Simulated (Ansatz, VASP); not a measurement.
## YbOs3: VASP beside Ansatz

The input INCAR:

```
SYSTEM = YbOs3
PREC = Accurate ; ENCUT = 520
EDIFF = 1E-6 ; ISMEAR = 0
SIGMA = 0.05 ; LREAL = .False.
LASPH = .True. ; NELM = 60
ALGO = Normal ; ISIF = 2
LWAVE = .False. ; LCHARG = .False.
GGA = PE ; NBANDS = 32
```

Contents of KPOINTS:

```
regular mesh
0
Gamma
  8 8 8
  0 0 0
```

Contents of POSCAR:

```
YbOs3
1.0
    4.0654275709      0.0000000000      0.0000000000
    0.0000000000      4.0654275709      0.0000000000
    0.0000000000      0.0000000000      4.0654275709
Yb Os
1 3
Direct
    0.0000000000      0.0000000000      0.0000000000
    0.0000000000      0.5000000000      0.5000000000
    0.5000000000      0.5000000000      0.0000000000
    0.5000000000      0.0000000000      0.5000000000
```

Input for Ansatz:

```yaml
crystal:
  lattice:
    - [4.0654275709, 0.0, 0.0]
    - [0.0, 4.0654275709, 0.0]
    - [0.0, 0.0, 4.0654275709]
  atoms:
    - { symbol: Yb, position: [0.0, 0.0, 0.0] }
    - { symbol: Os, position: [0.0, 0.5, 0.5] }
    - { symbol: Os, position: [0.5, 0.5, 0.0] }
    - { symbol: Os, position: [0.5, 0.0, 0.5] }
basis:
  ecutwfc: 420
  ecutrho_ratio: 4
kpoints:
  mp_grid: { grid: [8, 8, 8] }
hamiltonian:
  xc: pbe
scf:
  occupations: { method: gaussian, width: 0.05 }
output:
  forces: true
  stress: true
  eigenvalues: true
  write_density: true
  write_potential: true
  elf: true
  volumetric_format: npy
```

Alike in both runs: task single point; functional PBE; k mesh 8 × 8 × 8; occupations gaussian, width 0.05 eV; no spin polarisation.

|  | VASP | Ansatz |
| --- | --- | --- |
| version | VASP 6.6.1 | Ansatz 0.2.0 |
| potentials or method | VASP PAW PBE potentials, release 64 (Yb, Os), cutoff 520 eV | scalar-relativistic, plane waves, PAW |
| valence electrons in the cell | 48 | 72 |

```csv
,VASP,Ansatz,Ansatz less VASP
gap on the k mesh at the Fermi level (eV),none,none,-
pressure (GPa),-8.7,-8.3,+0.35
```

A gap of «none» marks a metal or a gap that the smearing closes. The functional is the same, so the differences come from potentials, cutoffs and numerics. VASP's potentials hold 48 valence electrons a cell and Ansatz's 72, so a difference there can come from the potentials and not from the codes.

Neither program's run includes spin-orbit coupling.
